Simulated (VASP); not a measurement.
# WSe2 (P-3m1) in VASP: relaxation of cell and atoms with PBE

Aim: the relaxation of cell and atoms of WSe2 with PBE.

Program: VASP 6.6.1. These are calculated values, not measurements. Logs are shortened: lines on timing, memory, paths and dates and some standing lists are left out, and cuts for length are marked.

## 1. The cell of the first run

It takes space group P-3m1 (No. 164, trigonal). The conventional cell has a = 3.296 Å, b = 3.296 Å, c = 7.418 Å, α = 90.00°, β = 90.00°, γ = 120.00°. Within 3.4 Å of W (site symmetry -3m) lie 6 Se at 2.57 Å and 6 W at 3.30 Å. Within 3.4 Å of Se (site symmetry 3m) lie 3 W at 2.57 Å and 6 Se at 3.30 Å.

The cell was generated, and may not be a known phase.

## 2. Relaxation of cell and atoms, PBE

INCAR reads:

```
SYSTEM = WSe2
PREC = Accurate ; ENCUT = 600
EDIFF = 1E-7 ; ISMEAR = 0
SIGMA = 0.1 ; LREAL = .FALSE.
LASPH = .TRUE. ; NELM = 80
ALGO = Fast ; ISIF = 3
LWAVE = .FALSE. ; LCHARG = .FALSE.
GGA = PE ; IBRION = 2
NSW = 100 ; EDIFFG = -0.01
```

KPOINTS reads:

```
Automatic mesh
0
G
  18 18 6
  0 0 0
```

POSCAR reads:

```
WSe2
1.0
    3.2957478443      0.0000000000      0.0000000000
   -1.6478739222      2.8542013576      0.0000000000
    0.0000000000      0.0000000000      7.4184061167
W Se
1 2
Direct
    0.0000000000      0.0000000000      0.0000000000
    0.3333333333      0.6666666667      0.7677002818
    0.6666666667      0.3333333333      0.2322997182
```

Potentials or basis: VASP PAW PBE potentials, release 64 (W_sv, Se).

Started as:

```bash
> cat potpaw_PBE.64/W_sv/POTCAR potpaw_PBE.64/Se/POTCAR > POTCAR
> mpirun -np 1 vasp_std > vasp.out
```

OUTCAR:

```text
SYSTEM = WSe2
   PREC = Accurate
   ENCUT = 600
   EDIFF = 1E-7
   ISMEAR = 0
   LREAL = .FALSE.
   LASPH = .TRUE.
   NELM = 80
   ISIF = 3
   GGA = PE
   IBRION = 2
   NSW = 100
   EDIFFG = -0.01

 ion  position               nearest neighbor table
   1  0.000  0.000  0.000-   2 2.57   3 2.57   2 2.57   3 2.57   3 2.57   2 2.57
   2  0.333  0.667  0.768-   1 2.57   1 2.57   1 2.57
   3  0.667  0.333  0.232-   1 2.57   1 2.57   1 2.57

  LATTYP: Found a hexagonal cell.
 ALAT       =     3.2957478443
 C/A-ratio  =     2.2509022131

  Lattice vectors:

 A1 = (   3.2957478443,   0.0000000000,   0.0000000000)
 A2 = (  -1.6478739222,   2.8542013576,   0.0000000000)
 A3 = (   0.0000000000,   0.0000000000,   7.4184061167)

Analysis of symmetry for initial positions (statically):
=====================================================================
 Subroutine PRICEL returns:
 Original cell was already a primitive cell.

 Routine SETGRP: Setting up the symmetry group for a
 hexagonal supercell.

 Subroutine GETGRP returns: Found 12 space group operations
 (whereof 12 operations were pure point group operations)
 out of a pool of 24 trial point group operations.

The static configuration has the point symmetry D_3d.

Analysis of symmetry for dynamics (positions and initial velocities):
=====================================================================
 Subroutine PRICEL returns:
 Original cell was already a primitive cell.

 Routine SETGRP: Setting up the symmetry group for a
 hexagonal supercell.

 Subroutine GETGRP returns: Found 12 space group operations
 (whereof 12 operations were pure point group operations)
 out of a pool of 24 trial point group operations.

The dynamic configuration has the point symmetry D_3d.

 Subroutine INISYM returns: Found 12 space group operations
 (whereof 12 operations are pure point group operations),
 and found     1 'primitive' translations

----------------------------------------------------------------------------------------

                                     Primitive cell

  volume of cell :      69.7829

  direct lattice vectors                    reciprocal lattice vectors
     3.295747844  0.000000000  0.000000000     0.303421271  0.175180353  0.000000000
    -1.647873922  2.854201358  0.000000000     0.000000000  0.350360705  0.000000000
     0.000000000  0.000000000  7.418406117     0.000000000  0.000000000  0.134799846

  length of vectors
     3.295747844  3.295747844  7.418406117     0.350360705  0.350360705  0.134799846

  position of ions in fractional coordinates (direct lattice)
     0.000000000  0.000000000  0.000000000
     0.333333333  0.666666667  0.767700282
     0.666666667  0.333333333  0.232299718

  ion indices of the primitive-cell ions
   primitive index   ion index
                 1           1
                 2           2
                 3           3

----------------------------------------------------------------------------------------

 KPOINTS: Automatic mesh

Automatic generation of k-mesh.
 Grid dimensions read from file:
 generate k-points for:   18   18    6

 Generating k-lattice:

  Cartesian coordinates                     Fractional coordinates (reciprocal lattice)
     0.016856737  0.009732242  0.000000000     0.055555556 -0.000000000  0.000000000
     0.000000000  0.019464484  0.000000000     0.000000000  0.055555556  0.000000000
     0.000000000  0.000000000  0.022466641     0.000000000  0.000000000  0.166666667

  Length of vectors
     0.019464484  0.019464484  0.022466641

  Shift w.r.t. Gamma in fractional coordinates (k-lattice)
     0.000000000  0.000000000  0.000000000

 Subroutine IBZKPT returns following result:
 ===========================================

 Found    202 irreducible k-points:

 Following reciprocal coordinates:
            Coordinates               Weight
  0.000000  0.000000  0.000000      1.000000
  0.055556 -0.000000  0.000000      6.000000
  0.111111 -0.000000  0.000000      6.000000
  0.166667  0.000000  0.000000      6.000000
  0.222222 -0.000000  0.000000      6.000000
  0.277778  0.000000  0.000000      6.000000
[... 16 lines left out ...]
  0.333333  0.111111  0.000000     12.000000
  0.388889  0.111111  0.000000     12.000000
 [... further k-points ...]
   k-points           NKPTS =    202   k-points in BZ     NKDIM =    202   number of bands    NBANDS=     17
   number of dos      NEDOS =    301   number of ions     NIONS =      3
   total plane-waves  NPLWV =  47040
   dimension x,y,z NGX =    28 NGY =   28 NGZ =   60
   dimension x,y,z NGXF=    56 NGYF=   56 NGZF=  120
   ions per type =               1   2
   NGX,Y,Z   is equivalent  to a cutoff of  14.12, 14.12, 13.45 a.u.
   NGXF,Y,Z  is equivalent  to a cutoff of  28.25, 28.25, 26.89 a.u.
 SYSTEM =  WSe2
   PREC   = accura    normal or accurate (medium, high low for compatibility)
   ISTART =      0    job   : 0-new  1-cont  2-samecut
   ICHARG =      2    charge: 1-file 2-atom 10-const
   ISPIN  =      1    spin polarized calculation?
   LNONCOLLINEAR =      F non collinear calculations
   LSORBIT =      F    spin-orbit coupling
   LASPH  =      T    aspherical Exc in radial PAW
   ENCUT  =  600.0 eV  44.10 Ry    6.64 a.u.   6.58  6.58 14.82*2*pi/ulx,y,z
   NELM   =     80;   NELMIN=  2; NELMDL= -5     # of ELM steps
   EDIFF  = 0.1E-06   stopping-criterion for ELM
   LREAL  =      F    real-space projection
   EDIFFG = -.1E-01   stopping-criterion for IOM
   NSW    =    100    number of steps for IOM
   IBRION =      2    ionic relax: 0-MD 1-quasi-New 2-CG
   NFREE  =      1    steps in history (QN), initial steepest desc. (CG)
   ISIF   =      3    stress and relaxation
   ISYM   =      2    0-nonsym 1-usesym 2-fastsym
   POTIM  = 0.5000    time-step for ionic-motion
   TEBEG  =    0.0;   TEEND  =   0.0 temperature during run
   PSTRESS=    0.0 pullay stress
   NELECT =      26.0000    total number of electrons
   NUPDOWN=      -1.0000    fix difference up-down
   EMIN   =  10.00;   EMAX   =-10.00  energy-range for DOS
   EFERMI =   0.00;   METHOD = LEGACY
   ISMEAR =     0;   SIGMA  =   0.10  broadening in eV -4-tet -1-fermi 0-gaus
   EFERMI_NEDOS =   21; number of points for ismear=-14 and -15
   IALGO  =     68    algorithm
   IMIX   =      4    mixing-type and parameters
     AMIX     =   0.40;   BMIX     =  1.00
     AMIX_MAG =   1.60;   BMIX_MAG =  1.00
  volume/ion in A,a.u.               =      23.26       156.97
  Fermi-wavevector in a.u.,A,eV,Ry     =   1.178012  2.226119 18.880957  1.387711
  Thomas-Fermi vector in A             =   2.314348
   LORBIT       =      0    0 simple, 1 ext, 2 COOP (PROOUT), +10 PAW based schemes
   GGA     = PE    functional components
   LHFCALC =     F    Hartree Fock is set to
   AEXX    =    0.0000 exact exchange contribution
   IVDW    =     0    specifies the selected vdW correction
   LEPSILON=     F    determine dielectric tensor
   LRPA    =     F    only Hartree local field effects (RPA)
 conjugate gradient relaxation of ions
 non-spin polarized calculation
 RMM-DIIS sequential band-by-band and
 Gauss-broadening in eV      SIGMA  =   0.10
  energy-cutoff  :      600.00
  volume of cell :       69.78
 maximum number of plane-waves:      2382
 NGX is ok and might be reduce to    28
   NGX = 13   NGY = 13   NGZ = 29

--------------------------------------- Ionic step        1  -------------------------------------------

 number of electron      26.0000004 magnetization

 Free energy of the ion-electron system (eV)
  ---------------------------------------------------
  ext. energy  EPLUGINS =         0.00000000
  ---------------------------------------------------
  free energy    TOTEN  =       -20.86255942 eV

  energy without entropy =      -20.85726565  energy(sigma->0) =      -20.85991254

------------------------ aborting loop because EDIFF is reached ----------------------------------------

  FORCE on cell =-STRESS in cart. coord.  units (eV):
  Direction    XX          YY          ZZ          XY          YZ          ZX
  --------------------------------------------------------------------------------------
  -------------------------------------------------------------------------------------
  Total        0.0381483      0.0381483     -0.0187925     -0.0000000      0.0000000     -0.0000000
  in kB        0.8758647      0.8758647     -0.4314664     -0.0000000      0.0000000     -0.0000000
  external PRESSURE =       0.4400877 kB  Pullay stress =       0.0000000 kB
[... 133 lines left out ...]
  energy  without entropy=      -20.8572101618  energy(sigma->0) =      -20.85990183

--------------------------------------- Ionic step        5  -------------------------------------------

 number of electron      26.0000004 magnetization

 Free energy of the ion-electron system (eV)
  ---------------------------------------------------
  ext. energy  EPLUGINS =         0.00000000
  ---------------------------------------------------
  free energy    TOTEN  =       -20.86260037 eV

  energy without entropy =      -20.85723208  energy(sigma->0) =      -20.85991622

 E-fermi :   5.3507     XC(G=0):  -9.8471

 val. band max:        5.3471683361   @ k =  -0.1667   0.3889   0.1667
 cond. band min:       5.3958598323   @ k =  -0.1111   0.3333   0.3333
 fundamental gap:      0.0486914962
 Fermi energy:         5.3506638393

 k-point     1 :       0.0000    0.0000    0.0000
  band No.  band energies     occupation
      1     -69.5577      2.00000
      2     -33.7079      2.00000
      3     -33.7010      2.00000
      4     -33.7010      2.00000
      5     -10.1099      2.00000
      6      -8.9856      2.00000
[... 9 lines left out ...]
     16       8.6768      0.00000
     17       8.6770      0.00000
[... 443 lines left out ...]
      1     -69.5480      2.00000
      2     -33.9059      2.00000
      3     -33.7677      2.00000
      4     -33.6663      2.00000
      5      -8.2603      2.00000
      6      -7.8766      2.00000
[... 9 lines left out ...]
     16       8.0317      0.00000
     17       8.7516      0.00000

 [... further k-points ...]
[... 5 lines left out ...]
  --------------------------------------------------------------------------------------
  -------------------------------------------------------------------------------------
  Total        0.0026479      0.0026479      0.0012275     -0.0000000      0.0000000      0.0000000
  in kB        0.0607422      0.0607422      0.0281577     -0.0000000      0.0000000      0.0000000
  external PRESSURE =       0.0498807 kB  Pullay stress =       0.0000000 kB
[... 18 lines left out ...]
  FREE ENERGIE OF THE ION-ELECTRON SYSTEM (eV)
  ---------------------------------------------------
  free  energy   TOTEN  =       -20.8626003678 eV

  energy  without entropy=      -20.8572320808  energy(sigma->0) =      -20.85991622

 reached required accuracy - stopping structural energy minimisation
```

It took 11 min on 1 thread of Oxide Virtual Turin-like, shared host; peak memory 0.42 GiB.

Results:

```
Free energy                           : -20.8626 eV
Relaxed volume                        : 23.28 Å³/atom
Relaxed cell                          : a = 3.298 Å, b = 3.298 Å, c = 7.413 Å, α = 90.00°, β = 90.00°, γ = 120.00°
Space group after relaxing (to 0.1 Å) : P-3m1 (No. 164)
Energy gained by relaxing             : 0.0 meV/atom
Ionic steps                           : 5
Pressure after relaxing               : 0.0 GPa
Band gap on the k mesh                : zero (bands 13 and 14 overlap by 0.69 eV)
```

Forces on the atoms (eV/Å):
```
W    0.000  0.000  0.000
Se   0.000  0.000 -0.003
Se   0.000  0.000  0.003
```

Final structure:
```cif
data_structure
_symmetry_space_group_name_H-M 'P 1'
_symmetry_Int_Tables_number 1
_cell_length_a 3.2985
_cell_length_b 3.2985
_cell_length_c 7.4127
_cell_angle_alpha 90.000
_cell_angle_beta 90.000
_cell_angle_gamma 120.000
_cell_volume 69.84
loop_
_atom_site_label
_atom_site_type_symbol
_atom_site_fract_x
_atom_site_fract_y
_atom_site_fract_z
_atom_site_occupancy
W1 W 0.00000 0.00000 0.00000 1
Se1 Se 0.33333 0.66667 0.76776 1
Se2 Se 0.66667 0.33333 0.23224 1
```

Caveat: spin-orbit coupling is left out, which moves the levels of the heavy elements; this functional lacks dispersion, which binds layers or chains, so the pressure and a relaxed spacing across them are unreliable.

The gap in the log of VASP goes by the Fermi energy; the results here count the filled bands.